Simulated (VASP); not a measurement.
# SrO (P1) in VASP: further runs

The runs below take SrO through single point, with PBEsol.

All numbers are computed with VASP 6.6.1; they aren't measurements. Logs are shortened: lines on timing, memory, paths and dates and some standing lists are left out, and cuts for length are marked.

## (1) The cell of the first run

The typed cell holds 16 atoms: a = 7.503 Å, b = 7.503 Å, c = 7.503 Å, α = 60.00°, β = 60.00°, γ = 60.00°.

## (2) Single point, PBEsol

File INCAR:

```
SYSTEM = SrO
PREC = Accurate
ENCUT = 520
EDIFF = 1E-7
ISMEAR = -1
SIGMA = 0.2241
LREAL = Auto
LASPH = .True.
NELM = 60
ALGO = Normal
ISIF = 2
LWAVE = .False.
LCHARG = .True.
GGA = PS
LELF = .True.
LVHAR = .True.
NBANDS = 78
```

File KPOINTS:

```
Automatic mesh
0
Gamma
  2 2 2
  0.5 0.5 0.5
```

File POSCAR:

```
SrO
1.0
   -5.3055068814      5.3055068814      0.0000000000
   -5.3055068814      0.0000000000      5.3055068814
    0.0000000000      5.3055068814      5.3055068814
Sr O
8 8
Direct
    0.0534608674     -0.0322123793      0.0110102581
    0.4764521198      0.0071303272     -0.0058475091
    0.0028467591      0.5186487477      0.0005644136
    0.0002823481      0.0084806223      0.5203427423
    0.4918889106      0.5182262622     -0.0192963655
    0.4855934706      0.0046414981      0.4927107925
   -0.0257525818      0.5042887626      0.5488479358
    0.5065393487      0.5281634842      0.4924062975
    0.7153342904      0.7826846883      0.6736956675
    0.2573484552      0.7572209574      0.7358230019
    0.8167392102      0.1910393338      0.7275801514
    0.7307653324      0.7925439725      0.1897261699
    0.2980513522      0.3013360525      0.6908132591
    0.2918525100      0.7325431079      0.2287394074
    0.7706750913      0.2456852906      0.1661713046
    0.1737317509      0.3016071858      0.2804397456
```

Potentials or basis: VASP PAW PBE potentials, release 64 (Sr_sv, O).

Command:

```
$ cat potpaw_PBE.64/Sr_sv/POTCAR potpaw_PBE.64/O/POTCAR > POTCAR
$ mpirun -np 1 vasp_std > vasp.out
```

OUTCAR:

```text
SYSTEM = SrO
   PREC = Accurate
   ENCUT = 520
   EDIFF = 1E-7
   ISMEAR = -1
   LREAL = Auto
   LASPH = .True.
   NELM = 60
   ISIF = 2
   GGA = PS

 ion  position               nearest neighbor table
   1  0.053  0.968  0.011-  15 2.40  14 2.42  10 2.61  12 2.75  11 2.78  13 3.09   2 3.27   5 3.34
                             6 3.60   3 3.62   4 3.75   7 3.78   7 3.79   4 3.79   3 3.92   6 3.96
   2  0.476  0.007  0.994-  12 2.40  14 2.46  13 2.63  11 2.84   9 2.92  16 3.08   1 3.27   5 3.66
                             8 3.68   3 3.71   6 3.74   4 3.76   6 3.77   4 3.77   3 3.82   5 3.84
   3  0.003  0.519  0.001-  16 2.43  12 2.50  10 2.62  15 2.76  13 2.83   9 3.28   7 3.56   5 3.60
                             1 3.62   4 3.64   2 3.71   8 3.71   8 3.80   2 3.82   4 3.86   5 3.91
   4  0.000  0.008  0.520-  11 2.07  10 2.51  16 2.52   9 2.82  14 3.01  15 3.16   6 3.53   3 3.64
                             8 3.71   7 3.74   1 3.75   2 3.76   2 3.77   7 3.78   1 3.79   8 3.81
   5  0.492  0.518  0.981-  14 2.47  15 2.51  10 2.54   9 2.64  16 2.87  11 3.10   1 3.34   7 3.44
                             8 3.57   3 3.60   6 3.66   2 3.66   2 3.84   6 3.85   3 3.91   8 3.93
   6  0.486  0.005  0.493-   9 2.19  10 2.52  13 2.69  12 2.76  16 2.82  15 2.84   8 3.50   4 3.53
                             1 3.60   5 3.66   7 3.73   2 3.74   2 3.77   7 3.81   5 3.85   1 3.96
   7  0.974  0.504  0.549-   9 2.26  16 2.53  13 2.57  11 2.60  14 2.94  12 3.23   5 3.44   3 3.56
                             8 3.65   6 3.73   4 3.74   4 3.78   1 3.78   1 3.79   6 3.81   8 3.89
   8  0.507  0.528  0.492-  13 2.32  10 2.51  14 2.56  12 2.63  11 2.95  15 3.25   6 3.50   5 3.57
                             7 3.65   2 3.68   4 3.71   3 3.71   3 3.80   4 3.81   2 3.85   7 3.89
   9  0.715  0.783  0.674-   6 2.19   7 2.26   5 2.64   4 2.82   2 2.92   3 3.28
  10  0.257  0.757  0.736-   8 2.51   4 2.51   6 2.52   5 2.54   1 2.61   3 2.62
  11  0.817  0.191  0.728-   4 2.07   7 2.60   1 2.78   2 2.84   8 2.95   5 3.10
  12  0.731  0.793  0.190-   2 2.40   3 2.50   8 2.63   1 2.75   6 2.76   7 3.23
  13  0.298  0.301  0.691-   8 2.32   7 2.57   2 2.63   6 2.69   3 2.83   1 3.09
  14  0.292  0.733  0.229-   1 2.42   2 2.46   5 2.47   8 2.56   7 2.94   4 3.01
  15  0.771  0.246  0.166-   1 2.40   5 2.51   3 2.76   6 2.84   4 3.16   8 3.25
  16  0.174  0.302  0.280-   3 2.43   4 2.52   7 2.53   6 2.82   5 2.87   2 3.08

  LATTYP: Found a face centered cubic cell.
 ALAT       =    10.6110137628

  Lattice vectors:

 A1 = (  -5.3055068814,   5.3055068814,   0.0000000000)
 A2 = (  -5.3055068814,   0.0000000000,   5.3055068814)
 A3 = (   0.0000000000,   5.3055068814,   5.3055068814)

Analysis of symmetry for initial positions (statically):
=====================================================================
 Subroutine PRICEL returns:
 Original cell was already a primitive cell.

 Routine SETGRP: Setting up the symmetry group for a
 face centered cubic supercell.

 Subroutine GETGRP returns: Found  1 space group operations
 (whereof  1 operations were pure point group operations)
 out of a pool of 48 trial point group operations.

The static configuration has the point symmetry C_1 .

Analysis of symmetry for dynamics (positions and initial velocities):
=====================================================================
 Subroutine PRICEL returns:
 Original cell was already a primitive cell.

 Routine SETGRP: Setting up the symmetry group for a
 face centered cubic supercell.

 Subroutine GETGRP returns: Found  1 space group operations
 (whereof  1 operations were pure point group operations)
 out of a pool of 48 trial point group operations.

The dynamic configuration has the point symmetry C_1 .

 Subroutine INISYM returns: Found  1 space group operations
 (whereof  1 operations are pure point group operations),
 and found     1 'primitive' translations

----------------------------------------------------------------------------------------

                                     Primitive cell

  volume of cell :     298.6831

  direct lattice vectors                    reciprocal lattice vectors
    -5.305506881  5.305506881  0.000000000    -0.094241702  0.094241702 -0.094241702
    -5.305506881  0.000000000  5.305506881    -0.094241702 -0.094241702  0.094241702
     0.000000000  5.305506881  5.305506881     0.094241702  0.094241702  0.094241702

  length of vectors
     7.503119787  7.503119787  7.503119787     0.163231417  0.163231417  0.163231417

  position of ions in fractional coordinates (direct lattice)
     0.053460867  0.967787621  0.011010258
     0.476452120  0.007130327  0.994152491
     0.002846759  0.518648748  0.000564414
     0.000282348  0.008480622  0.520342742
     0.491888911  0.518226262  0.980703635
     0.485593471  0.004641498  0.492710792
[... 8 lines left out ...]
     0.770675091  0.245685291  0.166171305
     0.173731751  0.301607186  0.280439746

  ion indices of the primitive-cell ions
   primitive index   ion index
                 1           1
                 2           2
                 3           3
                 4           4
                 5           5
                 6           6
[... 8 lines left out ...]
                15          15
                16          16

----------------------------------------------------------------------------------------

 KPOINTS: Automatic mesh

Automatic generation of k-mesh.
 Grid dimensions read from file:
 generate k-points for:    2    2    2

 Generating k-lattice:

  Cartesian coordinates                     Fractional coordinates (reciprocal lattice)
    -0.047120851  0.047120851 -0.047120851     0.500000000  0.000000000  0.000000000
    -0.047120851 -0.047120851  0.047120851     0.000000000  0.500000000  0.000000000
     0.047120851  0.047120851  0.047120851     0.000000000  0.000000000  0.500000000

  Length of vectors
     0.081615708  0.081615708  0.081615708

  Shift w.r.t. Gamma in fractional coordinates (k-lattice)
     0.500000000  0.500000000  0.500000000

 Subroutine IBZKPT returns following result:
 ===========================================

 Found     16 irreducible k-points:

 Following reciprocal coordinates:
            Coordinates               Weight
  0.250000  0.250000  0.250000      2.000000
  0.250000  0.000000  0.000000      2.000000
  0.000000  0.000000 -0.250000      2.000000
  0.000000  0.250000  0.000000      2.000000
 -0.250000  0.250000  0.250000      2.000000
  0.250000 -0.250000  0.250000      2.000000
[... 8 lines left out ...]
  0.000000  0.250000  0.500000      2.000000
  0.500000  0.250000  0.000000      2.000000
   k-points           NKPTS =     16   k-points in BZ     NKDIM =     16   number of bands    NBANDS=     78
   number of dos      NEDOS =    301   number of ions     NIONS =     16
   total plane-waves  NPLWV = 175616
   dimension x,y,z NGX =    56 NGY =   56 NGZ =   56
   dimension x,y,z NGXF=   112 NGYF=  112 NGZF=  112
   ions per type =               8   8
   NGX,Y,Z   is equivalent  to a cutoff of  12.41, 12.41, 12.41 a.u.
   NGXF,Y,Z  is equivalent  to a cutoff of  24.82, 24.82, 24.82 a.u.
 SYSTEM =  SrO
   PREC   = accura    normal or accurate (medium, high low for compatibility)
   ISTART =      0    job   : 0-new  1-cont  2-samecut
   ICHARG =      2    charge: 1-file 2-atom 10-const
   ISPIN  =      1    spin polarized calculation?
   LNONCOLLINEAR =      F non collinear calculations
   LSORBIT =      F    spin-orbit coupling
   LASPH  =      T    aspherical Exc in radial PAW
   ENCUT  =  520.0 eV  38.22 Ry    6.18 a.u.  13.95 13.95 13.95*2*pi/ulx,y,z
   NELM   =     60;   NELMIN=  2; NELMDL= -5     # of ELM steps
   EDIFF  = 0.1E-06   stopping-criterion for ELM
   LREAL  =      T    real-space projection
   EDIFFG = 0.1E-05   stopping-criterion for IOM
   NSW    =      0    number of steps for IOM
   IBRION =     -1    ionic relax: 0-MD 1-quasi-New 2-CG
   NFREE  =      0    steps in history (QN), initial steepest desc. (CG)
   ISIF   =      2    stress and relaxation
   ISYM   =      2    0-nonsym 1-usesym 2-fastsym
   POTIM  = 0.5000    time-step for ionic-motion
   TEBEG  =    0.0;   TEEND  =   0.0 temperature during run
   PSTRESS=    0.0 pullay stress
   NELECT =     128.0000    total number of electrons
   NUPDOWN=      -1.0000    fix difference up-down
   EMIN   =  10.00;   EMAX   =-10.00  energy-range for DOS
   EFERMI =   0.00;   METHOD = LEGACY
   ISMEAR =    -1;   SIGMA  =   0.22  broadening in eV -4-tet -1-fermi 0-gaus
   EFERMI_NEDOS =   21; number of points for ismear=-14 and -15
   IALGO  =     38    algorithm
   IMIX   =      4    mixing-type and parameters
     AMIX     =   0.40;   BMIX     =  1.00
     AMIX_MAG =   1.60;   BMIX_MAG =  1.00
  volume/ion in A,a.u.               =      18.67       125.98
  Fermi-wavevector in a.u.,A,eV,Ry     =   1.234264  2.332420 20.727207  1.523407
  Thomas-Fermi vector in A             =   2.368961
   LORBIT       =      0    0 simple, 1 ext, 2 COOP (PROOUT), +10 PAW based schemes
   GGA     = PS    functional components
   LHFCALC =     F    Hartree Fock is set to
   AEXX    =    0.0000 exact exchange contribution
   IVDW    =     0    specifies the selected vdW correction
   LEPSILON=     F    determine dielectric tensor
   LRPA    =     F    only Hartree local field effects (RPA)
 non-spin polarized calculation
  energy-cutoff  :      520.00
  volume of cell :      298.68
 maximum number of plane-waves:      8050
   NGX = 27   NGY = 27   NGZ = 27

 number of electron     127.9999992 magnetization

 Free energy of the ion-electron system (eV)
  ---------------------------------------------------
  ext. energy  EPLUGINS =         0.00000000
  ---------------------------------------------------
  free energy    TOTEN  =       -96.90858732 eV

  energy without entropy =      -96.90305522  energy(sigma->0) =      -96.90582127

 E-fermi :   3.1385     XC(G=0):  -9.7873

 val. band max:        1.3168124276   @ k =   0.0000   0.2500   0.0000
 cond. band min:       4.5792215840   @ k =   0.2500   0.0000   0.0000
 fundamental gap:      3.2624091564
 Fermi energy:         3.1385440996

 k-point     1 :       0.2500    0.2500    0.2500
  band No.  band energies     occupation
      1     -31.7574      2.00000
      2     -31.6337      2.00000
      3     -31.6031      2.00000
      4     -31.4379      2.00000
      5     -31.3914      2.00000
      6     -31.2698      2.00000
[... 68 lines left out ...]
     75       7.3261      0.00000
     76       7.3743      0.00000

 k-point     2 :       0.2500    0.0000    0.0000
  band No.  band energies     occupation
      1     -31.7579      2.00000
      2     -31.6323      2.00000
      3     -31.6034      2.00000
      4     -31.4387      2.00000
      5     -31.3914      2.00000
      6     -31.2692      2.00000
[... 68 lines left out ...]
     75       7.2407      0.00000
     76       7.4540      0.00000

 k-point     3 :       0.0000    0.0000   -0.2500
  band No.  band energies     occupation
      1     -31.7589      2.00000
      2     -31.6345      2.00000
      3     -31.5992      2.00000
      4     -31.4370      2.00000
      5     -31.3939      2.00000
      6     -31.2700      2.00000
[... 1016 lines left out ...]
     75       7.0055      0.00000
     76       7.1945      0.00000

 k-point    16 :       0.5000    0.2500    0.0000
  band No.  band energies     occupation
      1     -31.7549      2.00000
      2     -31.6274      2.00000
      3     -31.6093      2.00000
      4     -31.4388      2.00000
      5     -31.3911      2.00000
      6     -31.2707      2.00000
[... 68 lines left out ...]
     75       6.9436      0.00000
     76       7.1768      0.00000
 [bands above 76 left out]

------------------------ aborting loop because EDIFF is reached ----------------------------------------

  FORCE on cell =-STRESS in cart. coord.  units (eV):
  Direction    XX          YY          ZZ          XY          YZ          ZX
  --------------------------------------------------------------------------------------
  -------------------------------------------------------------------------------------
  Total       -9.1086034     -4.1530083     -0.8783882     -0.2589678     -0.2585554     -0.5393409
  in kB      -48.8598055    -22.2773094     -4.7117952     -1.3891389     -1.3869271     -2.8930989
  external PRESSURE =     -25.2829700 kB  Pullay stress =       0.0000000 kB

 VOLUME and BASIS-vectors are now :
 -----------------------------------------------------------------------------
  energy-cutoff  :      520.00
  volume of cell :      298.68
      direct lattice vectors                 reciprocal lattice vectors
    -5.305506881  5.305506881  0.000000000    -0.094241702  0.094241702 -0.094241702
    -5.305506881  0.000000000  5.305506881    -0.094241702 -0.094241702  0.094241702
     0.000000000  5.305506881  5.305506881     0.094241702  0.094241702  0.094241702

 POSITION                                       TOTAL-FORCE (eV/Angst)
 -----------------------------------------------------------------------------------
     -5.41824      0.34205      5.19302         1.202353     -2.164948      0.924669
     -2.56565      7.80230      5.31231        -1.295730      0.640129     -0.209998
     -2.76680      0.01810      2.75469         0.640104      0.140288      0.183690
     -0.04649      2.76218      2.80568        -0.005707     -0.828860     -2.246569
     -5.35917      7.81285      7.95258         0.578120      1.517759     -0.066124
     -2.60094      5.19040      2.63871        -1.590817     -1.812577      0.066489
[... 8 lines left out ...]
     -5.39231      4.97045      2.18511        -0.641762      0.315505      0.662326
     -2.52191      2.40961      3.08805        -0.483861     -0.147064     -1.176829
 -----------------------------------------------------------------------------------
    total drift:                               -0.005016     -0.002668     -0.001649

  FREE ENERGIE OF THE ION-ELECTRON SYSTEM (eV)
  ---------------------------------------------------
  free  energy   TOTEN  =       -96.9085873161 eV

  energy  without entropy=      -96.9030552227  energy(sigma->0) =      -96.90582127
```

Run time: 8.4 min. Hardware: 1 thread of Intel Xeon Platinum 8559C (Emerald Rapids), shared host; peak memory 0.54 GiB.

What came out:

| Quantity | Value |
| --- | --- |
| Free energy | -96.9086 eV |
| Pressure | -2.5 GPa |
| Largest force | 3.439 eV/Å |
| Band gap on the k mesh | 3.26 eV (least direct gap 3.28 eV) |

Forces in eV/Å, atoms in the order of the input:
```
Sr   1.202 -2.165  0.925
Sr  -1.296  0.640 -0.210
Sr   0.640  0.140  0.184
Sr  -0.006 -0.829 -2.247
Sr   0.578  1.518 -0.066
Sr  -1.591 -1.813  0.066
Sr  -0.396  0.631 -2.452
Sr   0.009 -0.454 -0.911
O    0.291  1.851  1.416
O    0.140  0.243 -0.144
O   -0.085 -0.714  3.363
O    0.359  0.676  0.028
O    1.524  0.327  0.363
O   -0.244 -0.221  0.201
O   -0.642  0.316  0.662
O   -0.484 -0.147 -1.177
```

Caveat: the atoms stand as in a frame of molecular dynamics; the PAW data sets were made with another functional, which shifts forces and pressure a little; a shifted mesh leaves out Γ, where band edges can lie. A k mesh can miss the band edges.

[end of part 1 of 3]
